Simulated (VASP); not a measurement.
Write the native input for VASP 6.6.1 that does the following.

| Quantity | Value |
| --- | --- |
| Task | single point |
| Functional | PBEsol |
| Potentials or basis | VASP PAW PBE potentials, release 64 (K_sv, Br) |
| Cutoff | 520 eV |
| k mesh | 6 × 6 × 6 |
| Occupations | gaussian, width 0.05 eV |
| Spin | no spin polarisation |
| Dipole correction | no |
| Further INCAR settings | ALGO = Normal; EDIFF = 1e-07; NBANDS = 15 |

The structure of KBr lies in POSCAR:

```
KBr
1.0
    0.0000000000      3.5559000000      3.2925000000
    3.5559000000      0.0000000000      3.2925000000
    3.5559000000      3.5559000000      0.0000000000
K Br
1 1
Direct
    0.0000000000      0.0000000000      0.0000000000
    0.5000000000      0.5000000000      0.5000000000
```

This cell differs from its parent crystal: strain +0.080 along x and y, +0.000 along z.

The input as run:

INCAR

```
PREC = Accurate
ENCUT = 520
EDIFF = 1E-7
ISMEAR = 0
SIGMA = 0.05
LREAL = False
LASPH = True
NELM = 60
ALGO = Normal
ISIF = 2
LWAVE = False
LCHARG = True
GGA = PS
LELF = True
LVHAR = True
NBANDS = 15
```

KPOINTS

```
regular mesh
0
Gamma
  6 6 6
```

Potentials or basis: VASP PAW PBE potentials, release 64 (K_sv, Br).

Run with:

```bash
$ cat potpaw_PBE.64/K_sv/POTCAR potpaw_PBE.64/Br/POTCAR > POTCAR
$ mpirun -np 1 vasp_std > vasp.out
```

It gave:

```
Pressure               : -1.5 GPa
Band gap on the k mesh : 3.96 eV, direct
```

Caveat: the cell differs from its parent crystal (strain +0.080 along x and y, +0.000 along z); the PAW data sets were made with another functional, which shifts forces and pressure a little.

Run time: 24 s on 1 thread of Intel(R) Xeon(R) Platinum 8488C (Sapphire Rapids) (shared host), peak memory 0.23 GiB.
